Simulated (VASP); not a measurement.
# MoS2 (P6_3/mmc) in VASP: a series of runs

The runs below take MoS2 through single point, with LDA.

All numbers are computed with VASP 6.6.1; they aren't measurements. Logs are shortened: lines on timing, memory, paths and dates and some standing lists are left out, and cuts for length are marked.

**Measured values to compare with.**

From “Multiwavelength excitation Raman Scattering Analysis of bulk and 2 dimensional MoS2: Vibrational properties of atomically thin MoS2 layers”, 2015, arxiv:1506.03228, for a bulk crystal of MoS2 at 300 K: band gap 1.3 eV (indirect).

The results are compared with them further down.

### Step 1. The cell of the first run

Symmetry: P6_3/mmc, No. 194, hexagonal system. Conventional cell: a = 3.126 Å, b = 3.126 Å, c = 12.157 Å, α = 90.00°, β = 90.00°, γ = 120.00°. Within 3.1 Å of Mo (site symmetry -6m2) lie 6 S at 2.38 Å. S (site symmetry 3m) has 3 Mo at 2.38 Å and 1 S at 3.09 Å within 3.1 Å.

### Step 2. Single point, LDA

INCAR

```
PREC = Accurate
ENCUT = 520
EDIFF = 1E-6
ISMEAR = 1
SIGMA = 0.05
LREAL = F
LASPH = T
NELM = 60
ALGO = Normal
ISIF = 2
LWAVE = F
LCHARG = F
NBANDS = 35
```

KPOINTS

```
Automatic mesh
0
Gamma
  8 8 2
```

POSCAR

```
MoS2
1.0
    3.1261704254      0.0000000000      0.0000000000
   -1.5630852127      2.7073385613      0.0000000000
    0.0000000000      0.0000000000     12.1574390416
Mo S
2 4
Direct
    0.3333333333      0.6666666667      0.2500000000
    0.6666666667      0.3333333333      0.7500000000
    0.3333333333      0.6666666667      0.6230000000
    0.6666666667      0.3333333333      0.1230000000
    0.3333333333      0.6666666667      0.8770000000
    0.6666666667      0.3333333333      0.3770000000
```

Potentials or basis: VASP PAW LDA potentials, release 64 (Mo_sv, S).

On the command line:

```sh
> cat potpaw_LDA.64/Mo_sv/POTCAR potpaw_LDA.64/S/POTCAR > POTCAR
> mpirun -np 1 vasp_std > vasp.out
```

OUTCAR:

```text
PREC = Accurate
   ENCUT = 520
   EDIFF = 1E-6
   ISMEAR = 1
   LREAL = F
   LASPH = T
   NELM = 60
   ISIF = 2

 ion  position               nearest neighbor table
   1  0.333  0.667  0.250-   4 2.38   6 2.38   4 2.38   6 2.38   4 2.38   6 2.38
   2  0.667  0.333  0.750-   3 2.38   5 2.38   3 2.38   5 2.38   3 2.38   5 2.38
   3  0.333  0.667  0.623-   2 2.38   2 2.38   2 2.38
   4  0.667  0.333  0.123-   1 2.38   1 2.38   1 2.38
   5  0.333  0.667  0.877-   2 2.38   2 2.38   2 2.38
   6  0.667  0.333  0.377-   1 2.38   1 2.38   1 2.38

  LATTYP: Found a hexagonal cell.
 ALAT       =     3.1261704254
 C/A-ratio  =     3.8889239508

  Lattice vectors:

 A1 = (   3.1261704254,   0.0000000000,   0.0000000000)
 A2 = (  -1.5630852127,   2.7073385613,   0.0000000000)
 A3 = (   0.0000000000,   0.0000000000,  12.1574390416)

Analysis of symmetry for initial positions (statically):
=====================================================================
 Subroutine PRICEL returns:
 Original cell was already a primitive cell.

 Routine SETGRP: Setting up the symmetry group for a
 hexagonal supercell.

 Subroutine GETGRP returns: Found 24 space group operations
 (whereof 12 operations were pure point group operations)
 out of a pool of 24 trial point group operations.

The static configuration has the point symmetry D_3d.
 The point group associated with its full space group is D_6h.

Analysis of symmetry for dynamics (positions and initial velocities):
=====================================================================
 Subroutine PRICEL returns:
 Original cell was already a primitive cell.

 Routine SETGRP: Setting up the symmetry group for a
 hexagonal supercell.

 Subroutine GETGRP returns: Found 24 space group operations
 (whereof 12 operations were pure point group operations)
 out of a pool of 24 trial point group operations.

The dynamic configuration has the point symmetry D_3d.
 The point group associated with its full space group is D_6h.

 Subroutine INISYM returns: Found 24 space group operations
 (whereof 12 operations are pure point group operations),
 and found     1 'primitive' translations

----------------------------------------------------------------------------------------

                                     Primitive cell

  volume of cell :     102.8957

  direct lattice vectors                    reciprocal lattice vectors
     3.126170425  0.000000000  0.000000000     0.319880193  0.184683219  0.000000000
    -1.563085213  2.707338561  0.000000000     0.000000000  0.369366438  0.000000000
     0.000000000  0.000000000 12.157439042     0.000000000  0.000000000  0.082254165

  length of vectors
     3.126170425  3.126166577 12.157439042     0.369365983  0.369366438  0.082254165

  position of ions in fractional coordinates (direct lattice)
     0.333333333  0.666666667  0.250000000
     0.666666667  0.333333333  0.750000000
     0.333333333  0.666666667  0.623000000
     0.666666667  0.333333333  0.123000000
     0.333333333  0.666666667  0.877000000
     0.666666667  0.333333333  0.377000000

  ion indices of the primitive-cell ions
   primitive index   ion index
                 1           1
                 2           2
                 3           3
                 4           4
                 5           5
                 6           6

----------------------------------------------------------------------------------------

 KPOINTS: Automatic mesh

Automatic generation of k-mesh.
 Grid dimensions read from file:
 generate k-points for:    8    8    2

 Generating k-lattice:

  Cartesian coordinates                     Fractional coordinates (reciprocal lattice)
     0.039985024  0.023085402  0.000000000     0.125000000 -0.000000000  0.000000000
     0.000000000  0.046170805  0.000000000     0.000000000  0.125000000  0.000000000
     0.000000000  0.000000000  0.041127083     0.000000000  0.000000000  0.500000000

  Length of vectors
     0.046170748  0.046170805  0.041127083

  Shift w.r.t. Gamma in fractional coordinates (k-lattice)
     0.000000000  0.000000000  0.000000000

 Subroutine IBZKPT returns following result:
 ===========================================

 Found     20 irreducible k-points:

 Following reciprocal coordinates:
            Coordinates               Weight
  0.000000  0.000000  0.000000      1.000000
  0.125000 -0.000000  0.000000      6.000000
  0.250000 -0.000000  0.000000      6.000000
  0.375000 -0.000000  0.000000      6.000000
  0.500000 -0.000000  0.000000      3.000000
  0.125000  0.125000  0.000000      6.000000
[... 12 lines left out ...]
  0.250000  0.250000  0.500000      6.000000
  0.375000  0.250000  0.500000      6.000000
   k-points           NKPTS =     20   k-points in BZ     NKDIM =     20   number of bands    NBANDS=     35
   number of dos      NEDOS =    301   number of ions     NIONS =      6
   total plane-waves  NPLWV =  51840
   dimension x,y,z NGX =    24 NGY =   24 NGZ =   90
   dimension x,y,z NGXF=    48 NGYF=   48 NGZF=  180
   ions per type =               2   4
   NGX,Y,Z   is equivalent  to a cutoff of  12.76, 12.76, 12.31 a.u.
   NGXF,Y,Z  is equivalent  to a cutoff of  25.53, 25.53, 24.61 a.u.
 SYSTEM =  unknown system
   PREC   = accura    normal or accurate (medium, high low for compatibility)
   ISTART =      0    job   : 0-new  1-cont  2-samecut
   ICHARG =      2    charge: 1-file 2-atom 10-const
   ISPIN  =      1    spin polarized calculation?
   LNONCOLLINEAR =      F non collinear calculations
   LSORBIT =      F    spin-orbit coupling
   LASPH  =      T    aspherical Exc in radial PAW
   ENCUT  =  520.0 eV  38.22 Ry    6.18 a.u.   5.81  5.81 22.60*2*pi/ulx,y,z
   NELM   =     60;   NELMIN=  2; NELMDL= -5     # of ELM steps
   EDIFF  = 0.1E-05   stopping-criterion for ELM
   LREAL  =      F    real-space projection
   EDIFFG = 0.1E-04   stopping-criterion for IOM
   NSW    =      0    number of steps for IOM
   IBRION =     -1    ionic relax: 0-MD 1-quasi-New 2-CG
   NFREE  =      0    steps in history (QN), initial steepest desc. (CG)
   ISIF   =      2    stress and relaxation
   ISYM   =      2    0-nonsym 1-usesym 2-fastsym
   POTIM  = 0.5000    time-step for ionic-motion
   TEBEG  =    0.0;   TEEND  =   0.0 temperature during run
   PSTRESS=    0.0 pullay stress
   NELECT =      52.0000    total number of electrons
   NUPDOWN=      -1.0000    fix difference up-down
   EMIN   =  10.00;   EMAX   =-10.00  energy-range for DOS
   EFERMI =   0.00;   METHOD = LEGACY
   ISMEAR =     1;   SIGMA  =   0.05  broadening in eV -4-tet -1-fermi 0-gaus
   EFERMI_NEDOS =   21; number of points for ismear=-14 and -15
   IALGO  =     38    algorithm
   IMIX   =      4    mixing-type and parameters
     AMIX     =   0.40;   BMIX     =  1.00
     AMIX_MAG =   1.60;   BMIX_MAG =  1.00
  volume/ion in A,a.u.               =      17.15       115.73
  Fermi-wavevector in a.u.,A,eV,Ry     =   1.303998  2.464198 23.135484  1.700410
  Thomas-Fermi vector in A             =   2.434963
   LORBIT       =      0    0 simple, 1 ext, 2 COOP (PROOUT), +10 PAW based schemes
   GGA     = CA    functional components
   LHFCALC =     F    Hartree Fock is set to
   AEXX    =    0.0000 exact exchange contribution
   IVDW    =     0    specifies the selected vdW correction
   LEPSILON=     F    determine dielectric tensor
   LRPA    =     F    only Hartree local field effects (RPA)
 non-spin polarized calculation
 Methfessel and Paxton  Order N= 1 SIGMA  =   0.05
  energy-cutoff  :      520.00
  volume of cell :      102.90
 maximum number of plane-waves:      2790
 NGX is ok and might be reduce to    24
   NGX = 11   NGY = 11   NGZ = 45

 number of electron      51.9999999 magnetization

 Free energy of the ion-electron system (eV)
  ---------------------------------------------------
  ext. energy  EPLUGINS =         0.00000000
  ---------------------------------------------------
  free energy    TOTEN  =       -48.95265741 eV

  energy without entropy =      -48.95268006  energy(sigma->0) =      -48.95266496

 E-fermi :   7.9804     XC(G=0): -11.3123

 val. band max:        7.9383110857   @ k =   0.0000   0.0000   0.0000
 cond. band min:       8.8226007918   @ k =   0.2500   0.1250   0.0000
 fundamental gap:      0.8842897060
 Fermi energy:         7.9804051955

 k-point     1 :       0.0000    0.0000    0.0000
  band No.  band energies     occupation
      1     -53.2438      2.00000
      2     -53.2438      2.00000
      3     -27.6378      2.00000
      4     -27.6377      2.00000
      5     -27.3531      2.00000
      6     -27.3531      2.00000
[... 27 lines left out ...]
     34      10.4946      0.00000
     35      13.5674      0.00000

 k-point     2 :       0.1250   -0.0000    0.0000
  band No.  band energies     occupation
      1     -53.2365      2.00000
      2     -53.2365      2.00000
      3     -27.6239      2.00000
      4     -27.6238      2.00000
      5     -27.4229      2.00000
      6     -27.4228      2.00000
[... 27 lines left out ...]
     34      10.5477      0.00000
     35      14.5937      0.00000

 k-point     3 :       0.2500   -0.0000    0.0000
  band No.  band energies     occupation
      1     -53.2189      2.00000
      2     -53.2189      2.00000
      3     -27.5902      2.00000
      4     -27.5902      2.00000
      5     -27.5883      2.00000
      6     -27.5883      2.00000
[... 27 lines left out ...]
     34      11.3184      0.00000
     35      15.3982      0.00000

 k-point     4 :       0.3750   -0.0000    0.0000
  band No.  band energies     occupation
      1     -53.2013      2.00000
      2     -53.2013      2.00000
      3     -27.7498      2.00000
      4     -27.7498      2.00000
      5     -27.5563      2.00000
      6     -27.5563      2.00000
[... 27 lines left out ...]
     34      11.8247      0.00000
     35      13.9612      0.00000

 k-point     5 :       0.5000   -0.0000    0.0000
  band No.  band energies     occupation
      1     -53.1940      2.00000
      2     -53.1940      2.00000
      3     -27.8155      2.00000
      4     -27.8155      2.00000
      5     -27.5422      2.00000
      6     -27.5422      2.00000
[... 486 lines left out ...]
 k-point    18 :       0.3750    0.1250    0.5000
  band No.  band energies     occupation
      1     -53.1940      2.00000
      2     -53.1940      2.00000
      3     -27.7799      2.00000
      4     -27.7799      2.00000
      5     -27.5422      2.00000
      6     -27.5422      2.00000
[... 27 lines left out ...]
     34      11.6569      0.00000
     35      14.1272      0.00000

 k-point    19 :       0.2500    0.2500    0.5000
  band No.  band energies     occupation
      1     -53.1940      2.00000
      2     -53.1940      2.00000
      3     -27.7308      2.00000
      4     -27.7308      2.00000
      5     -27.5481      2.00000
      6     -27.5481      2.00000
[... 27 lines left out ...]
     34      12.0617      0.00000
     35      14.8996      0.00000

 k-point    20 :       0.3750    0.2500    0.5000
  band No.  band energies     occupation
      1     -53.1888      2.00000
      2     -53.1888      2.00000
      3     -27.7363      2.00000
      4     -27.7363      2.00000
      5     -27.6012      2.00000
      6     -27.6012      2.00000
[... 27 lines left out ...]
     34      12.1782      0.00000
     35      14.4229      0.00000

------------------------ aborting loop because EDIFF is reached ----------------------------------------

  FORCE on cell =-STRESS in cart. coord.  units (eV):
  Direction    XX          YY          ZZ          XY          YZ          ZX
  --------------------------------------------------------------------------------------
  -------------------------------------------------------------------------------------
  Total        0.2036782      0.2036776      0.9420018     -0.0000000     -0.0000000      0.0000000
  in kB        3.1714500      3.1714396     14.6677998     -0.0000000     -0.0000000      0.0000000
  external PRESSURE =       7.0035631 kB  Pullay stress =       0.0000000 kB

 VOLUME and BASIS-vectors are now :
 -----------------------------------------------------------------------------
  energy-cutoff  :      520.00
  volume of cell :      102.90
      direct lattice vectors                 reciprocal lattice vectors
     3.126170425  0.000000000  0.000000000     0.319880193  0.184683219  0.000000000
    -1.563085213  2.707338561  0.000000000     0.000000000  0.369366438  0.000000000
     0.000000000  0.000000000 12.157439042     0.000000000  0.000000000  0.082254165

 POSITION                                       TOTAL-FORCE (eV/Angst)
 -----------------------------------------------------------------------------------
     -0.00000      1.80489      3.03936         0.000000      0.000000      0.000000
      1.56309      0.90245      9.11808        -0.000000     -0.000000      0.000000
     -0.00000      1.80489      7.57408         0.000000      0.000000     -0.206507
      1.56309      0.90245      1.49537         0.000000     -0.000000     -0.206507
     -0.00000      1.80489     10.66207        -0.000000      0.000000      0.206507
      1.56309      0.90245      4.58335         0.000000     -0.000000      0.206507
 -----------------------------------------------------------------------------------
    total drift:                               -0.000000      0.000000     -0.000000

  FREE ENERGIE OF THE ION-ELECTRON SYSTEM (eV)
  ---------------------------------------------------
  free  energy   TOTEN  =       -48.9526574121 eV

  energy  without entropy=      -48.9526800602  energy(sigma->0) =      -48.95266496
```

Run time: 62 s. Hardware: 1 thread of Intel Xeon Platinum 8259CL at 2.50GHz (Skylake/Cascade Lake), shared host; peak memory 0.2 GiB.

Results:

```
Free energy            : -48.9527 eV
Pressure               : 0.7 GPa
Largest force          : 0.207 eV/Å
Band gap on the k mesh : 0.88 eV, indirect (least direct gap 2.04 eV)
```

Forces on the atoms (eV/Å):
```
Mo   0.000  0.000  0.000
Mo   0.000  0.000  0.000
S    0.000  0.000 -0.207
S    0.000  0.000 -0.207
S    0.000  0.000  0.207
S    0.000  0.000  0.207
```

Stress tensor (GPa, compression positive):
```
0.32 0.00 0.00
0.00 0.32 0.00
0.00 0.00 1.47
```

Levels at points of the mesh, in eV from the valence-band top:
| k point | band 24 | band 25 | band 26 | band 27 | band 28 | band 29 |
| --- | --- | --- | --- | --- | --- | --- |
| (0.00, 0.00, 0.00) | -1.35 | -1.20 | 0.00 | 2.14 | 2.14 | 2.17 |
| (0.50, 0.00, 0.00) | -1.56 | -1.52 | -1.39 | 1.64 | 1.69 | 2.03 |
| (0.00, 0.00, 0.50) | -2.28 | -0.30 | -0.30 | 2.14 | 2.14 | 2.14 |
| (0.50, 0.00, 0.50) | -1.67 | -1.44 | -1.44 | 1.66 | 1.66 | 2.20 |

### Step 3. Single point, LDA

This run uses another cell than the first one, of 17.86 Å³/atom, 1.042 times its volume.

INCAR

```
SYSTEM = MoS2
  PREC = Accurate
  ENCUT = 520
  EDIFF = 1E-6
  ISMEAR = 1
  SIGMA = 0.05
  LREAL = .False.
  LASPH = .True.
  NELM = 80
  ALGO = Normal
  ISIF = 2
  LWAVE = .False.
  LCHARG = .False.
  GGA = CA
  NBANDS = 35
```

KPOINTS

```
regular mesh
0
Gamma
  8 8 2
  0 0 0
```

POSCAR, as its differences from that of step 2:

```diff
@@ -2,5 +2,5 @@
 1.0
-    3.1261704254      0.0000000000      0.0000000000
-   -1.5630852127      2.7073385613      0.0000000000
-    0.0000000000      0.0000000000     12.1574390416
+    3.1690000000      0.0000000000      0.0000000000
+   -1.5845000000      2.7444300000      0.0000000000
+    0.0000000000      0.0000000000     12.3240000000
 Mo S
```

Potentials or basis: VASP PAW LDA potentials, release 64 (Mo_sv, S).

On the command line:

```sh
> cat potpaw_LDA.64/Mo_sv/POTCAR potpaw_LDA.64/S/POTCAR > POTCAR
> mpirun -np 1 vasp_std > vasp.out
```

It took 58 s on 1 thread of Intel Xeon Platinum 8259CL at 2.50GHz (Skylake/Cascade Lake), shared host; peak memory 0.21 GiB.

It converged, with:

```
Free energy            : -48.8870 eV
Pressure               : -5.6 GPa
Largest force          : 0.464 eV/Å
Band gap on the k mesh : 0.92 eV, indirect (least direct gap 1.93 eV)
```

Forces in eV/Å, atoms in the order of the input:
```
Mo   0.000  0.000  0.000
Mo   0.000  0.000  0.000
S    0.000  0.000  0.464
S    0.000  0.000  0.464
S    0.000  0.000 -0.464
S    0.000  0.000 -0.464
```

Stress tensor (GPa, compression positive):
```
-5.71  0.00  0.00
 0.00 -5.71  0.00
 0.00  0.00 -5.30
```

Levels at points of the mesh, in eV from the valence-band top:
```csv
k point,band 23,band 24,band 25,band 26,band 27,band 28,band 29,band 30
"(0.00, 0.00, 0.00)",-2.13,-1.20,-1.16,0.00,2.09,2.09,2.11,2.11
"(0.50, 0.00, 0.00)",-1.71,-1.51,-1.41,-1.29,1.58,1.63,1.96,2.24
"(0.00, 0.00, 0.50)",-2.16,-2.16,-0.27,-0.27,2.09,2.09,2.09,2.09
"(0.50, 0.00, 0.50)",-1.61,-1.61,-1.34,-1.34,1.60,1.60,2.12,2.12
```

(Continued in part 2 of 2.)
